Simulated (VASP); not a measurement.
# FePt (P4/mmm) in VASP: a series of runs, part 2 of 2

VASP 6.6.1.

**3. Single point, PBE, collinear spin, ferromagnetic start**

This run uses another cell than the first one, of 14.02 Å³/atom.

Contents of INCAR:

```
SYSTEM = FePt
PREC = Accurate
ENCUT = 520
EDIFF = 1E-6
ISMEAR = -1
SIGMA = 0.05
LREAL = .False.
LASPH = .True.
NELM = 150
ALGO = Normal
ISIF = 2
LWAVE = .False.
LCHARG = .True.
ISPIN = 2
MAGMOM = 0 3
LORBIT = 11
LMAXMIX = 4
GGA = PE
LELF = .True.
LVHAR = .True.
NBANDS = 20
```

Contents of KPOINTS:

```
Automatic mesh
0
Gamma
  10 10 7
  0 0 0
```

Contents of POSCAR:

```
FePt
1.0
    2.7355562879      0.0000000000      0.0000000000
    0.0000000000      2.7355562879      0.0000000000
    0.0000000000      0.0000000000      3.7472774845
Pt Fe
1 1
Direct
    0.5000000000      0.5000000000      0.5000000000
    0.0000000000      0.0000000000      0.0000000000
```

Potentials or basis: VASP PAW PBE potentials, release 64 (Pt, Fe).

Command:

```console
$ cat potpaw_PBE.64/Pt/POTCAR potpaw_PBE.64/Fe/POTCAR > POTCAR
$ mpirun -np 1 vasp_std > vasp.out
```

OUTCAR:

```text
SYSTEM = FePt
   PREC = Accurate
   ENCUT = 520
   EDIFF = 1E-6
   ISMEAR = -1
   LREAL = .False.
   LASPH = .True.
   NELM = 150
   ISIF = 2
   ISPIN = 2
   LORBIT = 11
   GGA = PE

 ion  position               nearest neighbor table
   1  0.500  0.500  0.500-   2 2.69   2 2.69   2 2.69   2 2.69   2 2.69   2 2.69   2 2.69   2 2.69

   2  0.000  0.000  0.000-   1 2.69   1 2.69   1 2.69   1 2.69   1 2.69   1 2.69   1 2.69   1 2.69

  LATTYP: Found a simple tetragonal cell.
 ALAT       =     2.7355562879
 C/A-ratio  =     1.3698411183

  Lattice vectors:

 A1 = (   2.7355562879,   0.0000000000,   0.0000000000)
 A2 = (   0.0000000000,   2.7355562879,   0.0000000000)
 A3 = (   0.0000000000,   0.0000000000,   3.7472774845)

Analysis of symmetry for initial positions (statically):
=====================================================================
 Subroutine PRICEL returns:
 Original cell was already a primitive cell.

 Routine SETGRP: Setting up the symmetry group for a
 simple tetragonal supercell.

 Subroutine GETGRP returns: Found 16 space group operations
[... 750 lines left out ...]
      6       7.7068      1.00000
[... 541 lines left out ...]
     19      31.5425      0.00000
     20      31.7503      0.00000

 [... further k-points ...]

------------------------ aborting loop because EDIFF is reached ----------------------------------------

  FORCE on cell =-STRESS in cart. coord.  units (eV):
  Direction    XX          YY          ZZ          XY          YZ          ZX
  --------------------------------------------------------------------------------------
  -------------------------------------------------------------------------------------
  Total       -0.0801702     -0.0801702     -0.0597686      0.0000000      0.0000000     -0.0000000
  in kB       -4.5805351     -4.5805351     -3.4148881      0.0000000      0.0000000     -0.0000000
  external PRESSURE =      -4.1919861 kB  Pullay stress =       0.0000000 kB

 VOLUME and BASIS-vectors are now :
 -----------------------------------------------------------------------------
  energy-cutoff  :      520.00
  volume of cell :       28.04
      direct lattice vectors                 reciprocal lattice vectors
     2.735556288  0.000000000  0.000000000     0.365556360  0.000000000  0.000000000
     0.000000000  2.735556288  0.000000000     0.000000000  0.365556360  0.000000000
     0.000000000  0.000000000  3.747277485     0.000000000  0.000000000  0.266860408

 POSITION                                       TOTAL-FORCE (eV/Angst)
 -----------------------------------------------------------------------------------
      1.36778      1.36778      1.87364         0.000000      0.000000      0.000000
      0.00000      0.00000      0.00000         0.000000      0.000000      0.000000
 -----------------------------------------------------------------------------------
    total drift:                               -0.000000      0.000000      0.000000

  FREE ENERGIE OF THE ION-ELECTRON SYSTEM (eV)
  ---------------------------------------------------
  free  energy   TOTEN  =       -14.8104371442 eV

  energy  without entropy=      -14.7988897898  energy(sigma->0) =      -14.80466347

 total charge

# of ion       s       p       d       tot
------------------------------------------
    1        0.706   0.646   8.046   9.399
    2        0.404   0.439   6.110   6.953
--------------------------------------------------
tot          1.110   1.085  14.156  16.352

 magnetization (x)

# of ion       s       p       d       tot
------------------------------------------
    1       -0.025  -0.065   0.427   0.337
    2        0.005  -0.007   2.946   2.944
--------------------------------------------------
tot         -0.020  -0.072   3.373   3.281
```

OSZICAR:

```text
N       E                     dE             d eps       ncg     rms          rms(c)
DAV:   1     0.928028965726E+02    0.92803E+02   -0.84292E+03  7152   0.994E+02
DAV:   2    -0.123700283659E+02   -0.10517E+03   -0.92570E+02  6868   0.216E+02
DAV:   3    -0.161949501194E+02   -0.38249E+01   -0.37174E+01  7820   0.470E+01
DAV:   4    -0.162378918445E+02   -0.42942E-01   -0.42911E-01  7576   0.423E+00
DAV:   5    -0.162389932515E+02   -0.11014E-02   -0.11014E-02  7968   0.764E-01    0.164E+01
DAV:   6    -0.176533214270E+02   -0.14143E+01   -0.11679E+01  7520   0.645E+01    0.256E+01
DAV:   7    -0.149389293192E+02    0.27144E+01   -0.78795E+00  8644   0.606E+01    0.838E+00
DAV:   8    -0.148924926724E+02    0.46437E-01   -0.33387E-01  8308   0.748E+00    0.394E+00
DAV:   9    -0.148197420039E+02    0.72751E-01   -0.90768E-02  9760   0.550E+00    0.164E+00
DAV:  10    -0.148114185000E+02    0.83235E-02   -0.28693E-02 10008   0.260E+00    0.632E-01
DAV:  11    -0.148105539470E+02    0.86455E-03   -0.22948E-03  9724   0.699E-01    0.241E-01
DAV:  12    -0.148104366660E+02    0.11728E-03   -0.23771E-04  8648   0.165E-01    0.694E-02
DAV:  13    -0.148104392738E+02   -0.26078E-05   -0.30432E-05  8776   0.862E-02    0.391E-02
DAV:  14    -0.148104366828E+02    0.25910E-05   -0.64506E-06  8416   0.484E-02    0.120E-02
DAV:  15    -0.148104371442E+02   -0.46146E-06   -0.10721E-06  4856   0.183E-02
   1 F= -.14810437E+02 E0= -.14804663E+02  d E =-.115474E-01  mag=     3.3009
```

Run time: 45 s. Hardware: 1 thread of Intel Xeon Platinum 8559C (Emerald Rapids), shared host; peak memory 0.19 GiB.

Results:

- Free energy: -14.8104 eV
- Pressure: -0.4 GPa
- Net moment: 3.30 μB per cell
- Site moments: Pt +0.34; Fe +2.94 μB
- Valence electrons inside the program's atomic spheres: Pt 9.40; Fe 6.95

Stress tensor (GPa, compression positive):
```
-0.46  0.00  0.00
 0.00 -0.46  0.00
 0.00  0.00 -0.34
```

Levels at points of the mesh, in eV from the Fermi level:
Spin up:
```
           k point  band 9  band 10  band 11  band 12  band 13  band 14
(0.00, 0.00, 0.00)   -0.55    -0.45    -0.45     2.22     9.50    11.58
(0.50, 0.00, 0.00)   -2.19    -1.62     0.08     1.97    10.31    10.38
(0.50, 0.50, 0.00)   -0.55     0.51     1.61     1.61     7.44     9.83
```
Spin down:
```
           k point  band 6  band 7  band 8  band 9  band 10  band 11
(0.00, 0.00, 0.00)   -0.79   -0.75    0.57    1.62     1.62     1.66
(0.50, 0.00, 0.00)   -1.36   -1.16   -0.85    0.54     0.69     2.30
(0.50, 0.50, 0.00)    1.21    1.62    1.69    1.69     1.69     1.74
```

Caveat: spin-orbit coupling is left out, which moves the levels of the heavy elements.
